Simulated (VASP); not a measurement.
# Zn3Se2S (P1) in VASP: relaxation of cell and atoms with PBE

Aim: the relaxation of cell and atoms of Zn3Se2S with PBE.

Program: VASP 6.6.1. These are calculated values, not measurements. Logs are shortened: lines on timing, memory, paths and dates and some standing lists are left out, and cuts for length are marked.

## (1) The cell of the first run

The typed cell holds 12 atoms: a = 6.508 Å, b = 6.867 Å, c = 7.046 Å, α = 121.20°, β = 91.81°, γ = 89.80°.

## (2) Relaxation of cell and atoms, PBE

Input file INCAR:

```
ALGO = Normal ; EDIFF = 1E-7
EDIFFG = -0.025 ; ENCUT = 500
GGA = PE ; GGA_COMPAT = F
IBRION = 2 ; ISIF = 3
ISMEAR = 0 ; LASPH = T
LCHARG = F ; LREAL = F
LWAVE = F ; NELM = 120
NELMIN = 4 ; NSW = 80
PREC = Accurate ; SIGMA = 0.1
```

Input file KPOINTS:

```
k-points
0
Gamma
  2 2 2
```

Input file POSCAR:

```
Zn3Se2S
1.0
   -0.1145479513      0.0102129701     -6.5069864478
   -0.1236802436      6.8660986016     -0.0107803092
    6.0910438097     -3.5402366894      0.1101777422
Zn Se S
6 4 2
Direct
    0.0007436693      0.5058936164      0.6808023993
    0.9712300393      0.1502230454      0.9987502622
   -0.0096300405      0.8254957719      0.3237645197
    0.4896582590      0.1919905512      0.6783246159
    0.4938683397      0.8264668316      0.9961270315
    0.5212381295      0.4898114599      0.3181704145
    0.6420154949      0.5119150705      0.6744607577
    0.6208600895      0.8372224286      0.3363562145
    0.1077909952      0.1841493129      0.6853317875
    0.1186128243      0.4864449707      0.3242206653
    0.6098529355      0.1519168104      0.9843966450
    0.1237593242      0.8384701306      0.9992946869
```

Potentials or basis: VASP PAW PBE potentials, release 64 (Zn, Se, S).

Launch:

```sh
$ cat potpaw_PBE.64/Zn/POTCAR potpaw_PBE.64/Se/POTCAR potpaw_PBE.64/S/POTCAR > POTCAR
$ mpirun -np 1 vasp_std > vasp.out
```

OUTCAR:

```text
EDIFF = 1E-7
   EDIFFG = -0.025
   ENCUT = 500
   GGA = PE
   IBRION = 2
   ISIF = 3
   ISMEAR = 0
   LASPH = T
   LREAL = F
   NELM = 120
   NELMIN = 4
   NSW = 80
   PREC = Accurate

 ion  position               nearest neighbor table
   1  0.001  0.506  0.681-   9 2.33   7 2.33  12 2.34  10 2.59
   2  0.971  0.150  0.999-  11 2.35  12 2.36  10 2.43   9 2.53
   3  0.990  0.825  0.324-   8 2.41  10 2.47  12 2.52   9 2.56
   4  0.490  0.192  0.678-  11 2.42   7 2.43   9 2.49   8 2.55
   5  0.494  0.826  0.996-  11 2.40   7 2.41  12 2.41   8 2.48
   6  0.521  0.490  0.318-  11 2.38   8 2.41   7 2.53  10 2.62
   7  0.642  0.512  0.674-   1 2.33   5 2.41   4 2.43   6 2.53
   8  0.621  0.837  0.336-   3 2.41   6 2.41   5 2.48   4 2.55
   9  0.108  0.184  0.685-   1 2.33   4 2.49   2 2.53   3 2.56
  10  0.119  0.486  0.324-   2 2.43   3 2.47   1 2.59   6 2.62
  11  0.610  0.152  0.984-   2 2.35   6 2.38   5 2.40   4 2.42
  12  0.124  0.838  0.999-   1 2.34   2 2.36   5 2.41   3 2.52

  LATTYP: Found a triclinic cell.
 ALAT       =     7.0460080644
 B/A-ratio  =     0.9746257522
 C/A-ratio  =     0.9236439365
 COS(alpha) =     0.0034556135
 COS(beta)  =     0.0316385151
 COS(gamma) =     0.5179574234

  Lattice vectors:

 A1 = (  -6.0910438097,   3.5402366894,  -0.1101777422)
 A2 = (  -0.1236802436,   6.8660986016,  -0.0107803092)
 A3 = (  -0.1145479513,   0.0102129701,  -6.5069864478)

Analysis of symmetry for initial positions (statically):
=====================================================================
 Subroutine PRICEL returns:
 Original cell was already a primitive cell.

 Routine SETGRP: Setting up the symmetry group for a
 triclinic supercell.

 Subroutine GETGRP returns: Found  1 space group operations
 (whereof  1 operations were pure point group operations)
 out of a pool of  2 trial point group operations.

The static configuration has the point symmetry C_1 .

Analysis of symmetry for dynamics (positions and initial velocities):
=====================================================================
 Subroutine PRICEL returns:
 Original cell was already a primitive cell.

 Routine SETGRP: Setting up the symmetry group for a
 triclinic supercell.

 Subroutine GETGRP returns: Found  1 space group operations
 (whereof  1 operations were pure point group operations)
 out of a pool of  2 trial point group operations.

The dynamic configuration has the point symmetry C_1 .

 Subroutine INISYM returns: Found  1 space group operations
 (whereof  1 operations are pure point group operations),
 and found     1 'primitive' translations

----------------------------------------------------------------------------------------

                                     Primitive cell

  volume of cell :     269.2013

  direct lattice vectors                    reciprocal lattice vectors
    -0.114547951  0.010212970 -6.506986448     0.002668361 -0.000193300 -0.153728248
    -0.123680244  6.866098602 -0.010780309     0.085568471  0.147182474 -0.001275325
     6.091043810 -3.540236689  0.110177742     0.165963145  0.002984944 -0.002916904

  length of vectors
     6.508002625  6.867220910  7.046008064     0.153751526  0.170253548  0.166015612

  position of ions in fractional coordinates (direct lattice)
     0.000743669  0.505893616  0.680802399
     0.971230039  0.150223045  0.998750262
     0.990369960  0.825495772  0.323764520
     0.489658259  0.191990551  0.678324616
     0.493868340  0.826466832  0.996127032
     0.521238129  0.489811460  0.318170415
     0.642015495  0.511915071  0.674460758
     0.620860089  0.837222429  0.336356215
     0.107790995  0.184149313  0.685331787
     0.118612824  0.486444971  0.324220665
     0.609852936  0.151916810  0.984396645
     0.123759324  0.838470131  0.999294687

  ion indices of the primitive-cell ions
   primitive index   ion index
                 1           1
                 2           2
                 3           3
                 4           4
                 5           5
                 6           6
                 7           7
                 8           8
                 9           9
                10          10
                11          11
                12          12

----------------------------------------------------------------------------------------

 KPOINTS: k-points

Automatic generation of k-mesh.
 Grid dimensions read from file:
 generate k-points for:    2    2    2

 Generating k-lattice:

  Cartesian coordinates                     Fractional coordinates (reciprocal lattice)
     0.001334181 -0.000096650 -0.076864124     0.500000000  0.000000000  0.000000000
     0.042784236  0.073591237 -0.000637663     0.000000000  0.500000000  0.000000000
     0.082981572  0.001492472 -0.001458452     0.000000000 -0.000000000  0.500000000

  Length of vectors
     0.076875763  0.085126774  0.083007806

  Shift w.r.t. Gamma in fractional coordinates (k-lattice)
     0.000000000  0.000000000  0.000000000

 Subroutine IBZKPT returns following result:
 ===========================================

 Found      8 irreducible k-points:

 Following reciprocal coordinates:
            Coordinates               Weight
  0.000000  0.000000  0.000000      1.000000
  0.500000 -0.000000  0.000000      1.000000
  0.000000  0.500000  0.000000      1.000000
  0.500000  0.500000 -0.000000      1.000000
  0.000000  0.000000  0.500000      1.000000
  0.500000  0.000000  0.500000      1.000000
  0.000000  0.500000  0.500000      1.000000
  0.500000  0.500000  0.500000      1.000000
   k-points           NKPTS =      8   k-points in BZ     NKDIM =      8   number of bands    NBANDS=     64
   number of dos      NEDOS =    301   number of ions     NIONS =     12
   total plane-waves  NPLWV = 129600
   dimension x,y,z NGX =    48 NGY =   50 NGZ =   54
   dimension x,y,z NGXF=    96 NGYF=  100 NGZF=  108
   ions per type =               6   4   2
   NGX,Y,Z   is equivalent  to a cutoff of  12.26, 12.10, 12.74 a.u.
   NGXF,Y,Z  is equivalent  to a cutoff of  24.52, 24.21, 25.48 a.u.
 SYSTEM =  unknown system
   PREC   = accura    normal or accurate (medium, high low for compatibility)
   ISTART =      0    job   : 0-new  1-cont  2-samecut
   ICHARG =      2    charge: 1-file 2-atom 10-const
   ISPIN  =      1    spin polarized calculation?
   LNONCOLLINEAR =      F non collinear calculations
   LSORBIT =      F    spin-orbit coupling
   LASPH  =      T    aspherical Exc in radial PAW
   ENCUT  =  500.0 eV  36.75 Ry    6.06 a.u.  11.87 12.52 12.85*2*pi/ulx,y,z
   NELM   =    120;   NELMIN=  4; NELMDL= -5     # of ELM steps
   EDIFF  = 0.1E-06   stopping-criterion for ELM
   LREAL  =      F    real-space projection
   EDIFFG = -.3E-01   stopping-criterion for IOM
   NSW    =     80    number of steps for IOM
   IBRION =      2    ionic relax: 0-MD 1-quasi-New 2-CG
   NFREE  =      1    steps in history (QN), initial steepest desc. (CG)
   ISIF   =      3    stress and relaxation
   ISYM   =      2    0-nonsym 1-usesym 2-fastsym
   POTIM  = 0.5000    time-step for ionic-motion
   TEBEG  =    0.0;   TEEND  =   0.0 temperature during run
   PSTRESS=    0.0 pullay stress
   NELECT =     108.0000    total number of electrons
   NUPDOWN=      -1.0000    fix difference up-down
   EMIN   =  10.00;   EMAX   =-10.00  energy-range for DOS
   EFERMI =   0.00;   METHOD = LEGACY
   ISMEAR =     0;   SIGMA  =   0.10  broadening in eV -4-tet -1-fermi 0-gaus
   EFERMI_NEDOS =   21; number of points for ismear=-14 and -15
   IALGO  =     38    algorithm
   IMIX   =      4    mixing-type and parameters
     AMIX     =   0.40;   BMIX     =  1.00
     AMIX_MAG =   1.60;   BMIX_MAG =  1.00
  volume/ion in A,a.u.               =      22.43       151.39
  Fermi-wavevector in a.u.,A,eV,Ry     =   1.207416  2.281686 19.835307  1.457854
  Thomas-Fermi vector in A             =   2.343055
   LORBIT       =      0    0 simple, 1 ext, 2 COOP (PROOUT), +10 PAW based schemes
   GGA     = PE    functional components
   LHFCALC =     F    Hartree Fock is set to
   AEXX    =    0.0000 exact exchange contribution
   IVDW    =     0    specifies the selected vdW correction
   LEPSILON=     F    determine dielectric tensor
   LRPA    =     F    only Hartree local field effects (RPA)
 conjugate gradient relaxation of ions
 non-spin polarized calculation
 Gauss-broadening in eV      SIGMA  =   0.10
  energy-cutoff  :      500.00
  volume of cell :      269.20
 maximum number of plane-waves:      6856
 NGX is ok and might be reduce to    48
   NGX = 23   NGY = 25   NGZ = 25

--------------------------------------- Ionic step        1  -------------------------------------------

 number of electron     108.0000016 magnetization

 Free energy of the ion-electron system (eV)
  ---------------------------------------------------
  ext. energy  EPLUGINS =         0.00000000
  ---------------------------------------------------
  free energy    TOTEN  =       -37.16953695 eV

  energy without entropy =      -37.16953695  energy(sigma->0) =      -37.16953695

------------------------ aborting loop because EDIFF is reached ----------------------------------------

  FORCE on cell =-STRESS in cart. coord.  units (eV):
  Direction    XX          YY          ZZ          XY          YZ          ZX
  --------------------------------------------------------------------------------------
  -------------------------------------------------------------------------------------
  Total       -1.7664144      2.3418216      1.8892231      2.3807772      0.6948061     -1.4355648
  in kB      -10.5129829     13.9375735     11.2438909     14.1694217      4.1352047     -8.5439002
  external PRESSURE =       4.8894938 kB  Pullay stress =       0.0000000 kB
[... 119 lines left out ...]
  FREE ENERGIE OF THE ION-ELECTRON SYSTEM (eV)
  ---------------------------------------------------
  free  energy   TOTEN  =       -37.5079697617 eV

  energy  without entropy=      -37.5079697617  energy(sigma->0) =      -37.50796976

[... ionic steps 4 to 11 ...]

--------------------------------------- Ionic step       12  -------------------------------------------

 number of electron     108.0000026 magnetization

------------------------ aborting loop because EDIFF is reached ----------------------------------------

  FORCE on cell =-STRESS in cart. coord.  units (eV):
  Direction    XX          YY          ZZ          XY          YZ          ZX
  --------------------------------------------------------------------------------------
  -------------------------------------------------------------------------------------
  Total       -0.3191441     -0.1096321     -0.3065851     -0.0026525      0.0022544      0.0801787
  in kB       -1.8962518     -0.6513985     -1.8216302     -0.0157604      0.0133946      0.4763963
  external PRESSURE =      -1.4564268 kB  Pullay stress =       0.0000000 kB
[... 77 lines left out ...]
  energy  without entropy=      -37.6334966020  energy(sigma->0) =      -37.63349660

--------------------------------------- Ionic step       14  -------------------------------------------

 number of electron     108.0000028 magnetization

 Free energy of the ion-electron system (eV)
  ---------------------------------------------------
  ext. energy  EPLUGINS =         0.00000000
  ---------------------------------------------------
  free energy    TOTEN  =       -37.63419965 eV

  energy without entropy =      -37.63419965  energy(sigma->0) =      -37.63419965

 E-fermi :   2.0079     XC(G=0):  -9.2754

 val. band max:        1.5309928539   @ k =   0.0000   0.0000   0.0000
 cond. band min:       2.9980601656   @ k =   0.0000   0.0000   0.0000
 fundamental gap:      1.4670673118
 Fermi energy:         2.0079282177

 k-point     1 :       0.0000    0.0000    0.0000
  band No.  band energies     occupation
      1     -11.5214      2.00000
      2     -10.7575      2.00000
      3     -10.5852      2.00000
      4     -10.5644      2.00000
      5     -10.4874      2.00000
      6     -10.4807      2.00000
[... 564 lines left out ...]
  FREE ENERGIE OF THE ION-ELECTRON SYSTEM (eV)
  ---------------------------------------------------
  free  energy   TOTEN  =       -37.6341996520 eV

  energy  without entropy=      -37.6341996520  energy(sigma->0) =      -37.63419965

 reached required accuracy - stopping structural energy minimisation
```

Run time: 60 min. Hardware: 1 thread of Intel Xeon 8259CL, shared host; peak memory 0.43 GiB.

What came out:

| Item | Value |
| --- | --- |
| Free energy | -37.6342 eV |
| Relaxed volume | 22.40 Å³/atom |
| Relaxed cell | a = 6.527 Å, b = 6.891 Å, c = 6.900 Å, α = 119.99°, β = 89.99°, γ = 89.99° |
| Space group after relaxing (to 0.1 Å) | Cmc2_1 (No. 36) |
| Energy gained by relaxing | 38.7 meV/atom |
| Ionic steps | 14 |
| Pressure after relaxing | 0.1 GPa |
| Largest force after relaxing | 0.024 eV/Å |
| Band gap on the k mesh | 1.47 eV |

Forces on the atoms (eV/Å):
```
Zn  -0.005  0.000  0.002
Zn  -0.014  0.010  0.001
Zn  -0.011  0.006  0.006
Zn   0.015 -0.005  0.008
Zn   0.015 -0.007  0.009
Zn  -0.001 -0.002  0.009
Se   0.001 -0.003 -0.012
Se  -0.003 -0.014 -0.019
Se   0.012  0.007  0.002
Se  -0.002  0.008  0.003
S   -0.005 -0.013 -0.009
S   -0.002  0.013  0.002
```

Stress tensor (GPa, compression positive):
```
0.09 0.02 0.01
0.02 0.08 0.01
0.01 0.01 0.00
```

The path:
| step | energy change (eV) | largest force (eV/Å) | pressure (GPa) | volume (Å³) |
| --- | --- | --- | --- | --- |
| 1 | 0.0000 | 1.2922 | 0.49 | 269.20 |
| 2 | -0.3021 | 0.4723 | -0.55 | 271.82 |
| 3 | -0.3384 | 0.3922 | -0.86 | 273.11 |
| 4 | -0.3977 | 0.3213 | 0.16 | 268.29 |
| 5 | -0.4042 | 0.3275 | 0.67 | 266.13 |
| 6 | -0.4316 | 0.2321 | 0.14 | 268.35 |
| 7 | -0.4359 | 0.1802 | -0.15 | 269.65 |
| 8 | -0.4484 | 0.1254 | -0.10 | 269.41 |
| 9 | -0.4529 | 0.1492 | -0.03 | 269.14 |
| 10 | -0.4599 | 0.0789 | 0.07 | 268.68 |
| 11 | -0.4615 | 0.0782 | 0.16 | 268.33 |
| 12 | -0.4639 | 0.0405 | -0.15 | 269.65 |
| 13 | -0.4640 | 0.0446 | -0.11 | 269.45 |
| 14 | -0.4647 | 0.0242 | 0.06 | 268.77 |

Final structure:
```
Zn Se S
1.0
     0.00160    0.00048   -6.52693
    -0.00165    6.89079   -0.00113
     5.97674   -3.44784    0.00012
Zn Se S
6 4 2
Direct
  0.00036 0.51148 0.67939
  0.98343 0.15460 0.00113
  0.00028 0.83283 0.32260
  0.50039 0.16687 0.67734
  0.48354 0.84538 0.99863
  0.50063 0.48892 0.32101
  0.62036 0.50402 0.66936
  0.62008 0.83416 0.32889
  0.12040 0.16584 0.67078
  0.12062 0.49576 0.33069
  0.61988 0.16373 0.99935
  0.12003 0.83642 0.00083
```

Caveat: the k points lie up to 0.53 Å⁻¹ apart in the final cell.
